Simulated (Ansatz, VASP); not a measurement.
One calculation of Al3H2, two programs

```xyz
5
Lattice="2.8337 0.0000 0.0000 -1.4168 2.4540 0.0000 0.0000 0.0000 11.7662" Properties=species:S:1:pos:R:3 pbc="T T T"
Al    1.4168    0.8180    9.4555
Al    0.0000    1.6360    2.3107
Al    0.0000    0.0000    0.0000
H     0.0000    0.0000    5.5078
H     0.0000    0.0000    6.2584
```

Alike in both runs: functional PBE; k mesh 12 × 12 × 4; occupations gaussian, width 0.1 eV; no spin polarisation.

Ansatz relaxed the structure, and its values are those at the end. VASP's run is a single point on that final structure, the one shown.

|  | VASP | Ansatz |
| --- | --- | --- |
| version | VASP 6.6.1 | Ansatz 0.2.0 |
| potentials or method | VASP PAW PBE potentials, release 64 (Al, H), cutoff 520 eV | scalar-relativistic, plane waves, PAW |
| valence electrons in the cell | 11 | 11 |

```csv
,VASP,Ansatz,Ansatz less VASP
gap on the k mesh at the Fermi level (eV),none,none,-
pressure (GPa),-0.1,0.0,+0.08
rms of the force components (eV/Å),0.004,0.000,-0.0044
```

A gap of «none» marks a metal or a gap that the smearing closes. The functional is the same, so the differences come from potentials, cutoffs and numerics.
